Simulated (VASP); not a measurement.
Set up this calculation in VASP 6.6.1, as the native input.

```
Task                   : single point
Functional             : PBEsol
Potentials or basis    : VASP PAW PBE potentials, release 64 (Eu, O)
Cutoff                 : 520 eV
k mesh                 : 10 × 10 × 6
Occupations            : gaussian, width 0.05 eV
Spin                   : collinear spin, ferromagnetic start
Starting moments       : [6.24, 0.0, 0.0] μB
Dipole correction      : no
Further INCAR settings : ALGO = Normal; EDIFF = 1e-06; NBANDS = 26
```

The structure of EuO2 lies in POSCAR:

```
EuO2
1.0
    3.5140906190      0.0000000000      0.0000000000
   -1.7570453095      3.0432917472      0.0000000000
    0.0000000000      0.0000000000      4.7403022685
Eu O
1 2
Direct
    0.0000000000      0.0000000000      0.0000000000
    0.3333333333      0.6666666667      0.1967777895
    0.6666666667      0.3333333333      0.8032222105
```

One way to write it, as run:

INCAR

```
PREC     = Accurate       # precision mode
ENCUT    = 520            # plane-wave cutoff, eV
EDIFF    = 1E-6           # SCF threshold, eV
ISMEAR   = 0              # smearing method
SIGMA    = 0.05           # smearing width, eV
LREAL    = F              # projectors in reciprocal space
LASPH    = T              # aspherical terms in the spheres
NELM     = 150            # most SCF steps
ALGO     = Normal         # electronic algorithm
ISIF     = 2              # what is computed and relaxed
LWAVE    = F              # write WAVECAR
LCHARG   = F              # write CHGCAR
ISPIN    = 2              # spin polarisation
MAGMOM   = 6.24 0 0       # initial moments
LORBIT   = 11             # projections on sites
LMAXMIX  = 6              # l up to which the mixer works
GGA      = PS             # functional
NBANDS   = 26             # bands
```

KPOINTS

```
Automatic mesh
0
Gamma
  10 10 6
```

Potentials or basis: VASP PAW PBE potentials, release 64 (Eu, O).

Run with:

```sh
$ cat potpaw_PBE.64/Eu/POTCAR potpaw_PBE.64/O/POTCAR > POTCAR
$ mpirun -np 1 vasp_std > vasp.out
```

Results of the run:

The pressure is 0.5 GPa, the largest force is 0.060 eV/Å and the band gap on the k mesh is zero (filled and empty bands overlap). The net moment is 5.00 μB per cell and the site moments are Eu +5.79; O -0.40 μB. The valence electrons inside the program's atomic spheres are Eu 14.67; O 4.93.

Caveat: the PAW data sets were made with another functional, which shifts forces and pressure a little; spin-orbit coupling is left out, which moves the levels of the heavy elements; a cell with one magnetic atom can't hold antiferromagnetic order, which such compounds often take; semilocal functionals describe open f shells poorly, which spoils levels, moments and volumes.

It used 430 s of CPU time on 1 thread of Intel(R) Xeon(R) Platinum 8488C (Sapphire Rapids), on a shared host.
